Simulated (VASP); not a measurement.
Input of a VASP 6.6.1 run:

Contents of INCAR:

```
SYSTEM = SnO2
PREC = Accurate ; ENCUT = 520
EDIFF = 1E-6 ; ISMEAR = -1
SIGMA = 0.05 ; LREAL = .False.
LASPH = .True. ; NELM = 60
ALGO = Normal ; ISIF = 2
LWAVE = .False. ; LCHARG = .False.
GGA = PE ; NBANDS = 35
```

The input KPOINTS:

```
Automatic mesh
0
Gamma
  5 5 6
  0 0 0
```

Contents of POSCAR:

```
SnO2
1.0
    4.7880040000      0.0000000000      0.0000000000
    0.0000000000      4.8665820000      0.0000000000
    0.0000000000      0.0000000000      3.2408980000
Sn O
2 4
Direct
    0.0000000000      0.0000000000      0.0000000000
    0.5000000000      0.5000000000      0.5000000000
    0.7081450000      0.6789580000      0.0000000000
    0.2081450000      0.8210420000      0.5000000000
    0.7918550000      0.1789580000      0.5000000000
    0.2918550000      0.3210420000      0.0000000000
```

Potentials or basis: VASP PAW PBE potentials, release 64 (Sn_d, O).

Run with:

```console
$ cat potpaw_PBE.64/Sn_d/POTCAR potpaw_PBE.64/O/POTCAR > POTCAR
$ mpirun -np 1 vasp_std > vasp.out
```

Q: What does it give for the pressure?

A: 0.0 GPa.

Q: What does it give for the largest force?

A: 0.066 eV/Å.

Q: Estimate the band gap on the k mesh.

A: 0.80 eV.

Forces on the atoms (eV/Å):
```
Sn   0.000  0.000  0.000
Sn   0.000  0.000  0.000
O   -0.045  0.047  0.000
O   -0.045 -0.047  0.000
O    0.045  0.047  0.000
O    0.045 -0.047  0.000
```

Caveat: spin-orbit coupling is left out, which moves the levels of the heavy elements.
